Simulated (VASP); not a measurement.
Write the native input for VASP 6.6.1 that does the following.

```yaml
Task: single point
Functional: PBE
Potentials_or_basis: VASP PAW PBE potentials, release 64 (Li_sv, H)
Cutoff: 520 eV
k_mesh: 6 × 6 × 6
Occupations: gaussian, width 0.1 eV
Spin: no spin polarisation
Dipole_correction: no
Further_INCAR_settings: ALGO = Normal; EDIFF = 1e-07; NBANDS = 16
```

The structure of LiH3 lies in POSCAR:

```
LiH3
1.0
   -1.9343894734      1.9343894734      6.1122185450
    1.9343894734     -1.9343894734      6.1122185450
    1.9343894734      1.9343894734     -6.1122185450
Li H
2 6
Direct
    0.2500003162      0.2500003162      0.0000000000
    0.7499996838      0.7499996838      0.0000000000
    0.5307027894      0.0307027894      0.5000000000
    0.0307027894      0.5307027894      0.5000000000
    0.4692972106      0.9692972106      0.5000000000
    0.9692972106      0.4692972106      0.5000000000
    0.7500000000      0.2500000000      0.5000000000
    0.2500000000      0.7500000000      0.5000000000
```

The cell was generated, and may not be a known phase.

The input as run:

INCAR

```
PREC     = Accurate       # precision mode
ENCUT    = 520            # plane-wave cutoff, eV
EDIFF    = 1E-7           # SCF threshold, eV
ISMEAR   = 0              # smearing method
SIGMA    = 0.1            # smearing width, eV
LREAL    = False          # projectors in reciprocal space
LASPH    = True           # aspherical terms in the spheres
NELM     = 80             # most SCF steps
ALGO     = Normal         # electronic algorithm
ISIF     = 2              # what is computed and relaxed
LWAVE    = False          # write WAVECAR
LCHARG   = False          # write CHGCAR
GGA      = PE             # functional
NBANDS   = 16             # bands
```

KPOINTS

```
Automatic mesh
0
Gamma
  6 6 6
```

Potentials or basis: VASP PAW PBE potentials, release 64 (Li_sv, H).

Launch:

```console
$ cat potpaw_PBE.64/Li_sv/POTCAR potpaw_PBE.64/H/POTCAR > POTCAR
$ mpirun -np 1 vasp_std > vasp.out
```

It gave:

- Largest force: 0.005 eV/Å
- Band gap on the k mesh: 0.77 eV

Run time: 61 s on 1 thread of Intel(R) Xeon(R) 6975P-C (Granite Rapids), with other jobs on the host, peak memory 0.3 GiB.
